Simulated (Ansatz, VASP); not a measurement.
C in VASP and in Ansatz

Contents of INCAR:

```
  ALGO = Normal
  EDIFF = 1E-6
  ENCUT = 600
  GGA = CA
  GGA_COMPAT = False
  ISIF = 2
  ISMEAR = -1
  LASPH = True
  LCHARG = False
  LREAL = False
  LWAVE = False
  NBANDS = 8
  NELM = 120
  PREC = Accurate
  SIGMA = 0.05
```

The input KPOINTS:

```
k-points
0
Gamma
  22 22 22
```

Contents of POSCAR:

```
C
1.0
    0.0000000000      1.5045703660      1.5045703660
    1.5045703660      0.0000000000      1.5045703660
    1.5045703660      1.5045703660      0.0000000000
C
1
Direct
    0.0000000000      0.0000000000      0.0000000000
```

Input for Ansatz:

```yaml
crystal:
  lattice:
    - [0.0, 1.504570366, 1.504570366]
    - [1.504570366, 0.0, 1.504570366]
    - [1.504570366, 1.504570366, 0.0]
  atoms:
    - { symbol: C, position: [0.0, 0.0, 0.0] }
kpoints:
  mp_grid: { grid: [22, 22, 22] }
scf:
  occupations: { method: fermi_dirac, width: 0.05 }
hamiltonian:
  xc: lda
  pseudopotentials: { kind: paw }
output:
  forces: true
  stress: true
  eigenvalues: true
```

Change from the starting cell: volume scaled by 0.997, to set the pressure.

Alike in both runs: task single point; functional LDA; k mesh 22 × 22 × 22; occupations fermi-dirac, width 0.05 eV; no spin polarisation.

|  | VASP | Ansatz |
| --- | --- | --- |
| version | VASP 6.6.1 | Ansatz 0.2.0 |
| potentials or method | VASP PAW LDA potentials, release 64 (C) | PAW with Ansatz's default frozen-core files, scalar-relativistic |
| plane-wave cutoff (eV) | 600 | 420 |
| valence electrons in the cell | 4 | 4 |

|  | VASP | Ansatz | Ansatz less VASP |
| --- | --- | --- | --- |
| pressure (GPa) | 0.8 | 0.5 | -0.28 |

LDA's correlation is that of Perdew and Zunger in VASP and of Perdew and Wang (1992) in Ansatz.
